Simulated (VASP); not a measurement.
Input of a VASP 6.6.1 run:

The input INCAR:

```
SYSTEM = Hg
PREC = Accurate
ENCUT = 520
EDIFF = 1E-6
ISMEAR = -1
SIGMA = 0.08
LREAL = .FALSE.
LASPH = .TRUE.
NELM = 100
ALGO = Normal
ISIF = 2
LWAVE = .FALSE.
LCHARG = .FALSE.
GGA = PS
NBANDS = 12
```

The input KPOINTS:

```
regular mesh
0
G
  15 15 15
  0 0 0
```

The input POSCAR:

```
Hg
1.0
   -1.3903847942      1.3903847942      1.3903847942
    1.3903847942     -1.3903847942      1.3903847942
    1.3903847942      1.3903847942     -1.3903847942
Hg
1
Direct
    0.0000000000      0.0000000000      0.0000000000
```

Potentials or basis: VASP PAW PBE potentials, release 64 (Hg).

Command:

```bash
$ cat potpaw_PBE.64/Hg/POTCAR > POTCAR
$ mpirun -np 1 vasp_std > vasp.out
```

Predict the pressure.

408.2 GPa.

Estimate the band gap on the k mesh.

zero (bands 6 and 7 overlap by 1.82 eV).

Caveat: the cell stands under pressure; the PAW data sets were made with another functional, which shifts forces and pressure a little; spin-orbit coupling is left out, which moves the levels of the heavy elements.
